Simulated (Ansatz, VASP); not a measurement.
## CdTe: VASP beside Ansatz

File INCAR:

```
  ALGO = Normal
  EDIFF = 1E-6
  ENCUT = 520
  GGA = PE
  ISIF = 2
  ISMEAR = 0
  LASPH = True
  LCHARG = False
  LREAL = False
  LWAVE = False
  NBANDS = 16
  NELM = 100
  PREC = Accurate
  SIGMA = 0.01
```

File KPOINTS:

```
k-points
0
Gamma
  4 4 4
```

The input POSCAR:

```
CdTe
1.0
    0.0000000000      3.2799551172      3.2799551172
    3.2799551172      0.0000000000      3.2799551172
    3.2799551172      3.2799551172      0.0000000000
Cd Te
1 1
Direct
    0.0000000000      0.0000000000      0.0000000000
    0.2500000000      0.2500000000      0.2500000000
```

Input for Ansatz:

```yaml
crystal:
  lattice:
    - [0.0, 3.2799551172, 3.2799551172]
    - [3.2799551172, 0.0, 3.2799551172]
    - [3.2799551172, 3.2799551172, 0.0]
  atoms:
    - { symbol: Cd, position: [0.0, 0.0, 0.0] }
    - { symbol: Te, position: [0.25, 0.25, 0.25] }
kpoints:
  mp_grid: { grid: [4, 4, 4] }
hamiltonian:
  xc: pbe
scf:
  occupations: { method: fixed }
  n_extra_bands: 4
output:
  forces: true
  stress: true
  eigenvalues: true
  write_density: true
  write_potential: true
  elf: true
  volumetric_format: npy
```

Alike in both runs: task single point; functional PBE; k mesh 4 × 4 × 4; no spin polarisation.

```csv
,VASP,Ansatz
version,VASP 6.6.1,Ansatz 0.2.0
potentials or method,"VASP PAW PBE potentials, release 64 (Cd, Te)","plane waves, PAW"
plane-wave cutoff (eV),520,420
occupations,"gaussian, width 0.01 eV",fixed
valence electrons in the cell,18,36
```

|  | VASP | Ansatz | Ansatz less VASP |
| --- | --- | --- | --- |
| gap on the k mesh at the Fermi level (eV) | 0.65 | 0.65 | +0.002 |
| pressure (GPa) | 1.3 | 1.2 | -0.12 |

VASP's potentials hold 18 valence electrons a cell and Ansatz's 36, so a difference there can come from the potentials and not from the codes.

Neither program's run includes spin-orbit coupling.
